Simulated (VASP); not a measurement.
A run of VASP 6.6.1:

Contents of INCAR:

```
SYSTEM = BN
PREC     = Accurate       ! precision mode
ENCUT    = 520            ! plane-wave cutoff, eV
EDIFF    = 1E-6           ! SCF threshold, eV
ISMEAR   = 0              ! smearing method
SIGMA    = 0.05           ! smearing width, eV
LREAL    = .FALSE.        ! projectors in reciprocal space
LASPH    = .TRUE.         ! aspherical terms in the spheres
NELM     = 100            ! most SCF steps
ALGO     = Normal         ! electronic algorithm
ISIF     = 2              ! what is computed and relaxed
LWAVE    = .FALSE.        ! write WAVECAR
LCHARG   = .FALSE.        ! write CHGCAR
GGA      = PS             ! functional
NBANDS   = 11             ! bands
```

File KPOINTS:

```
Automatic mesh
0
G
  12 12 12
  0 0 0
```

POSCAR

```
BN
1.0
    0.0000000000      3.4953158300      2.1660912400
    1.2516321000      0.0000000000      2.1660912400
    1.2516321000      3.4953158300      0.0000000000
B N
1 1
Direct
    0.0181809764     -0.0180836764      0.9615888980
    0.6666513400      0.6666513400      0.3333486600
```

Potentials or basis: VASP PAW PBE potentials, release 64 (B, N).

Launch:

```console
$ cat potpaw_PBE.64/B/POTCAR potpaw_PBE.64/N/POTCAR > POTCAR
$ mpirun -np 1 vasp_std > vasp.out
```

Hardware: 1 thread of Intel(R) Xeon(R) 6975P-C (Granite Rapids), with other jobs on the host.

Task: How long does it take, and how much memory?

Result: Run time: 2.4 min on 1 thread of Intel(R) Xeon(R) 6975P-C (Granite Rapids), with other jobs on the host, peak memory 0.29 GiB. Counts: scf iterations 13, k points 868.
